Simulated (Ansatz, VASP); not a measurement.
**One calculation of CdBr, two programs**

```
CELL_PARAMETERS angstrom
3.76711 0.00000 0.00000
0.00000 3.76711 0.00000
0.00000 0.00000 3.76233
ATOMIC_POSITIONS crystal
Cd 0.00000 0.00000 0.00000
Br 0.50000 0.50000 0.50000
```

Change from the starting cell: species swapped into the VPt type (P4/mmm, No. 123).

Alike in both runs: functional PBE; k mesh 16 × 16 × 12; occupations gaussian, width 0.1 eV; no spin polarisation.

Ansatz relaxed the structure, and its values are those at the end. VASP's run is a single point on that final structure, the one shown.

|  | VASP | Ansatz |
| --- | --- | --- |
| version | VASP 6.6.1 | Ansatz 0.2.0 |
| potentials or method | VASP PAW PBE potentials, release 64 (Cd, Br), cutoff 520 eV | scalar-relativistic, plane waves, PAW |
| valence electrons in the cell | 19 | 27 |

```csv
,VASP,Ansatz,Ansatz less VASP
gap on the k mesh at the Fermi level (eV),none,none,-
pressure (GPa),0.1,0.0,-0.10
```

A gap of «none» marks a metal or a gap that the smearing closes. The functional is the same, so the differences come from potentials, cutoffs and numerics. VASP's potentials hold 19 valence electrons a cell and Ansatz's 27, so a difference there can come from the potentials and not from the codes.
